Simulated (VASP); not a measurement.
Wanted: the native input for a VASP 6.6.1 run.

```yaml
Task: single point
Functional: LDA
Potentials_or_basis: VASP PAW LDA potentials, release 64 (Ir_sv_GW)
Cutoff: 560 eV
k_mesh: 18 × 18 × 10
Occupations: gaussian, width 0.15 eV
Spin: no spin polarisation
Dipole_correction: no
Further_INCAR_settings: ALGO = Normal; EDIFF = 1e-06; NBANDS = 24
```

The structure of Ir lies in POSCAR:

```
Ir
1.0
    2.6421000000      0.0000000000      0.0000000000
   -1.3210500000      2.2881257193      0.0000000000
    0.0000000000      0.0000000000      4.3131000000
Ir
2
Direct
    0.6666666667      0.3333333333      0.7500000000
    0.3333333333      0.6666666667      0.2500000000
```

This isn't the form of Ir at room conditions, which is fcc.

The input as run:

INCAR

```
SYSTEM = Ir
  PREC = Accurate
  ENCUT = 560
  EDIFF = 1E-6
  ISMEAR = 0
  SIGMA = 0.15
  LREAL = .False.
  LASPH = .True.
  NELM = 120
  ALGO = Normal
  ISIF = 2
  LWAVE = .False.
  LCHARG = .False.
  NBANDS = 24
  GGA_COMPAT = .False.
```

KPOINTS

```
regular mesh
0
Gamma
  18 18 10
  0 0 0
```

Potentials or basis: VASP PAW LDA potentials, release 64 (Ir_sv_GW).

Run with:

```bash
$ cat potpaw_LDA.64/Ir_sv_GW/POTCAR > POTCAR
$ mpirun -np 1 vasp_std > vasp.out
```

Results of the run:

```json
{
  "Pressure": "30.0 GPa",
  "Band gap on the k mesh": "zero (bands 17 and 18 overlap by 3.89 eV)"
}
```

Caveat: the cell stands under pressure; spin-orbit coupling is left out, which moves the levels of the heavy elements.

Run time: 91 s on 1 thread of Intel(R) Xeon(R) Platinum 8375C CPU @ 2.90GHz (Ice Lake) (shared host), peak memory 0.24 GiB.
